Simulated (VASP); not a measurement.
## AlCo: single point with PBE

AlCo, a slab with vacuum:

```xyz
4
Lattice="2.8528 0.0000 0.0000 0.0000 4.0345 0.0000 0.0000 0.0000 18.0172" Properties=species:S:1:pos:R:3 pbc="T T T"
Co    2.1396    0.0000    8.0000
Co    2.1396    2.0172   10.0172
Al    0.7132    2.0172    8.0000
Al    0.7132    0.0000   10.0172
```

```json
{"Program": "VASP 6.6.1", "Task": "single point", "Functional": "PBE", "Potentials or basis": "VASP PAW PBE potentials, release 64 (Co, Al)", "Cutoff": "520 eV", "k mesh": "13 × 9 × 1", "Occupations": "fermi-dirac, width 0.1 eV", "Spin": "no spin polarisation", "Dipole correction": "yes", "Further INCAR settings": "ALGO = Normal; EDIFF = 1e-07; NBANDS = 20"}
```

The largest force is 0.278 eV/Å. The band gap on the k mesh is zero (bands 12 and 13 overlap by 0.34 eV).

Forces in eV/Å, atoms in the order of the input:
```
Co   0.000  0.000  0.278
Co   0.000  0.000 -0.278
Al   0.000  0.000 -0.177
Al   0.000  0.000  0.177
```

Levels at points of the mesh, in eV from the Fermi level:
```tsv
k point	band 9	band 10	band 11	band 12	band 13	band 14	band 15	band 16
(0.00, 0.00, 0.00)	-0.59	-0.45	-0.39	-0.39	-0.21	0.16	3.48	3.73
```

Run time: 6 min on 1 thread of Intel Xeon 8259CL, with other jobs on the host, peak memory 0.38 GiB.

Caveat: the run has no spin polarisation, though such a crystal can be magnetic. Spin polarisation is off, so any magnetic state and its effect on volume and gap are missing.
